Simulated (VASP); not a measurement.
# Sr (Im-3m) in VASP: single point with PBEsol

Aim: the single point of Sr with PBEsol.

Everything below comes from runs of VASP 6.6.1. Logs are shortened: lines on timing, memory, paths and dates and some standing lists are left out, and cuts for length are marked.

### 1 The cell of the first run

Symmetry: Im-3m, No. 229, cubic system. The conventional cell has a = 4.679 Å, b = 4.679 Å, c = 4.679 Å, α = 90.00°, β = 90.00°, γ = 90.00°. Within 5.3 Å of Sr (site symmetry m-3m) lie 14 Sr at 4.05 to 4.68 Å.

This isn't the form of Sr at room conditions, which is fcc.

### 2 Single point, PBEsol

POSCAR

```
Sr
1.0
   -2.3395611285      2.3395611285      2.3395611285
    2.3395611285     -2.3395611285      2.3395611285
    2.3395611285      2.3395611285     -2.3395611285
Sr
1
Direct
    0.0000000000      0.0000000000      0.0000000000
```

INCAR.step1

```
SYSTEM = Sr
  PREC = Accurate
  ENCUT = 520
  EDIFF = 1E-6
  ISMEAR = -1
  SIGMA = 0.08
  LREAL = .FALSE.
  LASPH = .TRUE.
  NELM = 60
  ALGO = Normal
  ISIF = 2
  LWAVE = .FALSE.
  LCHARG = .TRUE.
  GGA = PS
  NBANDS = 11
```

KPOINTS.step1

```
Automatic mesh
0
G
  11 11 11
  0 0 0
```

INCAR.step2

```
SYSTEM = Sr
  PREC = Accurate
  ENCUT = 520
  EDIFF = 1E-6
  ISMEAR = -5
  SIGMA = 0.08
  LREAL = .FALSE.
  LASPH = .TRUE.
  NELM = 60
  ALGO = Normal
  ISIF = 2
  LWAVE = .FALSE.
  LCHARG = .FALSE.
  GGA = PS
  LORBIT = 11
  NEDOS = 2001
  ICHARG = 11
```

KPOINTS.step2

```
Automatic mesh
0
G
  17 17 17
  0 0 0
```

Potentials or basis: VASP PAW PBE potentials, release 64 (Sr_sv).

The run is started by

```bash
$ cat potpaw_PBE.64/Sr_sv/POTCAR > POTCAR
$ cp INCAR.step1 INCAR
$ cp KPOINTS.step1 KPOINTS
$ mpirun -np 1 vasp_std > vasp.out
$ cp INCAR.step2 INCAR
$ cp KPOINTS.step2 KPOINTS
$ mpirun -np 1 vasp_std > vasp.out
```

OUTCAR:

```text
SYSTEM = Sr
   PREC = Accurate
   ENCUT = 520
   EDIFF = 1E-6
   ISMEAR = -5
   LREAL = .FALSE.
   LASPH = .TRUE.
   NELM = 60
   ISIF = 2
   GGA = PS
   LORBIT = 11
   ICHARG = 11

 ion  position               nearest neighbor table
   1  0.000  0.000  0.000-

  LATTYP: Found a body centered cubic cell.
 ALAT       =     4.6791222570

  Lattice vectors:

 A1 = (  -2.3395611285,   2.3395611285,   2.3395611285)
 A2 = (   2.3395611285,  -2.3395611285,   2.3395611285)
 A3 = (   2.3395611285,   2.3395611285,  -2.3395611285)

Analysis of symmetry for initial positions (statically):
=====================================================================
 Subroutine PRICEL returns:
 Original cell was already a primitive cell.

 Routine SETGRP: Setting up the symmetry group for a
 body centered cubic supercell.

 Subroutine GETGRP returns: Found 48 space group operations
 (whereof 48 operations were pure point group operations)
 out of a pool of 48 trial point group operations.

The static configuration has the point symmetry O_h .

Analysis of symmetry for dynamics (positions and initial velocities):
=====================================================================
 Subroutine PRICEL returns:
 Original cell was already a primitive cell.

 Routine SETGRP: Setting up the symmetry group for a
 body centered cubic supercell.

 Subroutine GETGRP returns: Found 48 space group operations
 (whereof 48 operations were pure point group operations)
 out of a pool of 48 trial point group operations.

The dynamic configuration has the point symmetry O_h .

 Subroutine INISYM returns: Found 48 space group operations
 (whereof 48 operations are pure point group operations),
 and found     1 'primitive' translations

----------------------------------------------------------------------------------------

                                     Primitive cell

  volume of cell :      51.2228

  direct lattice vectors                    reciprocal lattice vectors
    -2.339561129  2.339561129  2.339561129     0.000000000  0.213715296  0.213715296
     2.339561129 -2.339561129  2.339561129     0.213715296  0.000000000  0.213715296
     2.339561129  2.339561129 -2.339561129     0.213715296  0.213715296  0.000000000

  length of vectors
     4.052238742  4.052238742  4.052238742     0.302239071  0.302239071  0.302239071

  position of ions in fractional coordinates (direct lattice)
     0.000000000  0.000000000  0.000000000

  ion indices of the primitive-cell ions
   primitive index   ion index
                 1           1

----------------------------------------------------------------------------------------

 KPOINTS: Automatic mesh

Automatic generation of k-mesh.
 Grid dimensions read from file:
 generate k-points for:   17   17   17

 Generating k-lattice:

  Cartesian coordinates                     Fractional coordinates (reciprocal lattice)
     0.000000000  0.012571488  0.012571488     0.058823529  0.000000000  0.000000000
     0.012571488  0.000000000  0.012571488     0.000000000  0.058823529  0.000000000
     0.012571488  0.012571488  0.000000000     0.000000000  0.000000000  0.058823529

  Length of vectors
     0.017778769  0.017778769  0.017778769

  Shift w.r.t. Gamma in fractional coordinates (k-lattice)
     0.000000000  0.000000000  0.000000000

 TETIRR: Found   5734 inequivalent tetrahedra from    29478

 Subroutine IBZKPT returns following result:
 ===========================================

 Found    165 irreducible k-points:

 Following reciprocal coordinates:
            Coordinates               Weight
  0.000000  0.000000  0.000000      1.000000
  0.058824  0.000000  0.000000     12.000000
  0.117647  0.000000  0.000000     12.000000
  0.176471  0.000000  0.000000     12.000000
  0.235294  0.000000  0.000000     12.000000
  0.294118  0.000000  0.000000     12.000000
[... 16 lines left out ...]
  0.411765  0.117647  0.000000     48.000000
  0.176471  0.176471  0.000000     24.000000
 [... further k-points ...]
   k-points           NKPTS =    165   k-points in BZ     NKDIM =    165   number of bands    NBANDS=      9
   number of dos      NEDOS =   2001   number of ions     NIONS =      1
   total plane-waves  NPLWV =  27000
   dimension x,y,z NGX =    30 NGY =   30 NGZ =   30
   dimension x,y,z NGXF=    60 NGYF=   60 NGZF=   60
   ions per type =               1
   NGX,Y,Z   is equivalent  to a cutoff of  12.31, 12.31, 12.31 a.u.
   NGXF,Y,Z  is equivalent  to a cutoff of  24.62, 24.62, 24.62 a.u.
 SYSTEM =  Sr
   PREC   = accura    normal or accurate (medium, high low for compatibility)
   ISTART =      0    job   : 0-new  1-cont  2-samecut
   ICHARG =     11    charge: 1-file 2-atom 10-const
   ISPIN  =      1    spin polarized calculation?
   LNONCOLLINEAR =      F non collinear calculations
   LSORBIT =      F    spin-orbit coupling
   LASPH  =      T    aspherical Exc in radial PAW
   ENCUT  =  520.0 eV  38.22 Ry    6.18 a.u.   7.53  7.53  7.53*2*pi/ulx,y,z
   NELM   =     60;   NELMIN=  2; NELMDL=  0     # of ELM steps
   EDIFF  = 0.1E-05   stopping-criterion for ELM
   LREAL  =      F    real-space projection
   EDIFFG = 0.1E-04   stopping-criterion for IOM
   NSW    =      0    number of steps for IOM
   IBRION =     -1    ionic relax: 0-MD 1-quasi-New 2-CG
   NFREE  =      0    steps in history (QN), initial steepest desc. (CG)
   ISIF   =      2    stress and relaxation
   ISYM   =      2    0-nonsym 1-usesym 2-fastsym
   POTIM  = 0.5000    time-step for ionic-motion
   TEBEG  =    0.0;   TEEND  =   0.0 temperature during run
   PSTRESS=    0.0 pullay stress
   NELECT =      10.0000    total number of electrons
   NUPDOWN=      -1.0000    fix difference up-down
   EMIN   =  10.00;   EMAX   =-10.00  energy-range for DOS
   EFERMI =   0.00;   METHOD = LEGACY
   ISMEAR =    -5;   SIGMA  =   0.08  broadening in eV -4-tet -1-fermi 0-gaus
   EFERMI_NEDOS =   21; number of points for ismear=-14 and -15
   IALGO  =     38    algorithm
   IMIX   =      4    mixing-type and parameters
     AMIX     =   0.40;   BMIX     =  1.00
     AMIX_MAG =   1.60;   BMIX_MAG =  1.00
  volume/ion in A,a.u.               =      51.22       345.67
  Fermi-wavevector in a.u.,A,eV,Ry     =   0.949701  1.794676 12.271541  0.901933
  Thomas-Fermi vector in A             =   2.078009
   LORBIT       =     11    0 simple, 1 ext, 2 COOP (PROOUT), +10 PAW based schemes
   GGA     = PS    functional components
   LHFCALC =     F    Hartree Fock is set to
   AEXX    =    0.0000 exact exchange contribution
   IVDW    =     0    specifies the selected vdW correction
   LEPSILON=     F    determine dielectric tensor
   LRPA    =     F    only Hartree local field effects (RPA)
 non-spin polarized calculation
 Fermi weights with tetrahedron method with Bloechl corrections
  energy-cutoff  :      520.00
  volume of cell :       51.22
 maximum number of plane-waves:      1419

 number of electron      10.0000000 magnetization

 Free energy of the ion-electron system (eV)
  ---------------------------------------------------
  ext. energy  EPLUGINS =         0.00000000
  ---------------------------------------------------
  free energy    TOTEN  =        -1.83797693 eV

  energy without entropy =       -1.83797693  energy(sigma->0) =       -1.83797693

 E-fermi :   1.7133     XC(G=0):  -7.6535

 val. band max:        1.7663662009   @ k =  -0.4118  -0.4118   0.2353
 cond. band min:       1.6902365662   @ k =  -0.4706  -0.4706   0.2941
 fundamental gap:     -0.0761296347
 Fermi energy:         1.7132966161

 k-point     1 :       0.0000    0.0000    0.0000
  band No.  band energies     occupation
      1     -34.6538      2.00000
      2     -16.5382      2.00000
      3     -16.5382      2.00000
      4     -16.5382      2.00000
      5      -2.0207      2.00000
      6       4.1839      0.00000
      7       4.1839      0.00000
      8       4.1839      0.00000
      9       5.6131      0.00000

 k-point     2 :       0.0588    0.0000    0.0000
  band No.  band energies     occupation
      1     -34.6530      2.00000
      2     -16.5473      2.00000
      3     -16.5411      2.00000
      4     -16.5382      2.00000
      5      -1.9571      2.00000
      6       4.1252      0.00000
      7       4.1478      0.00000
      8       4.2462      0.00000
      9       5.5721      0.00000

 k-point     3 :       0.1176    0.0000    0.0000
  band No.  band energies     occupation
      1     -34.6509      2.00000
      2     -16.5732      2.00000
      3     -16.5494      2.00000
      4     -16.5383      2.00000
      5      -1.7694      2.00000
      6       3.9676      0.00000
      7       4.0030      0.00000
      8       4.4318      0.00000
      9       5.3496      0.00000

 k-point     4 :       0.1765    0.0000    0.0000
  band No.  band energies     occupation
      1     -34.6478      2.00000
      2     -16.6119      2.00000
      3     -16.5620      2.00000
      4     -16.5384      2.00000
      5      -1.4682      2.00000
      6       3.7069      0.00000
      7       3.7526      0.00000
      8       4.7368      0.00000
      9       5.2772      0.00000
[... 205 lines left out ...]
 k-point    22 :       0.3529    0.1176   -0.0000
  band No.  band energies     occupation
      1     -34.6330      2.00000
      2     -16.7696      2.00000
      3     -16.6256      2.00000
      4     -16.5510      2.00000
      5       0.5100      2.00000
      6       2.2582      0.00000
      7       2.9368      0.00000
      8       5.3567      0.00000
      9       6.0687      0.00000

 k-point    23 :       0.4118    0.1176    0.0000
  band No.  band energies     occupation
      1     -34.6317      2.00000
      2     -16.7831      2.00000
      3     -16.6326      2.00000
      4     -16.5512      2.00000
      5       0.8253      2.00000
      6       2.0724      0.00000
      7       2.8755      0.00000
      8       5.3198      0.00000
      9       6.1399      0.00000

 k-point    24 :       0.1765    0.1765    0.0000
  band No.  band energies     occupation
      1     -34.6391      2.00000
      2     -16.7030      2.00000
      3     -16.5927      2.00000
      4     -16.5548      2.00000
      5      -0.4837      2.00000
      6       2.9193      0.00000
      7       3.2140      0.00000
      8       5.1472      0.00000
      9       5.7664      0.00000

 [... further k-points ...]

------------------------ aborting loop because EDIFF is reached ----------------------------------------

  FORCE on cell =-STRESS in cart. coord.  units (eV):
  Direction    XX          YY          ZZ          XY          YZ          ZX
  --------------------------------------------------------------------------------------
  -------------------------------------------------------------------------------------
  Total       -0.0075599     -0.0075599     -0.0075599      0.0000000      0.0000000     -0.0000000
  in kB       -0.2364631     -0.2364631     -0.2364631      0.0000000      0.0000000     -0.0000000
  external PRESSURE =      -0.2364631 kB  Pullay stress =       0.0000000 kB

 VOLUME and BASIS-vectors are now :
 -----------------------------------------------------------------------------
  energy-cutoff  :      520.00
  volume of cell :       51.22
      direct lattice vectors                 reciprocal lattice vectors
    -2.339561129  2.339561129  2.339561129     0.000000000  0.213715296  0.213715296
     2.339561129 -2.339561129  2.339561129     0.213715296  0.000000000  0.213715296
     2.339561129  2.339561129 -2.339561129     0.213715296  0.213715296  0.000000000

 POSITION                                       TOTAL-FORCE (eV/Angst)
 -----------------------------------------------------------------------------------
      0.00000      0.00000      0.00000        -0.000000      0.000000      0.000000
 -----------------------------------------------------------------------------------
    total drift:                                0.000000     -0.000000      0.000000

  FREE ENERGIE OF THE ION-ELECTRON SYSTEM (eV)
  ---------------------------------------------------
  free  energy   TOTEN  =        -1.8379769332 eV

  energy  without entropy=       -1.8379769332  energy(sigma->0) =       -1.83797693

 total charge

# of ion       s       p       d       tot
------------------------------------------
    1        2.067   5.682   0.153   7.902
```

Wall time 2.7 min (1 thread of Intel Xeon 8259CL, shared host); peak memory 0.22 GiB.

Results:

```
Valence electrons inside the program's atomic spheres : Sr 7.90
```

Caveat: the PAW data sets were made with another functional, which shifts forces and pressure a little; tetrahedron occupations give inexact forces and stress in metals.
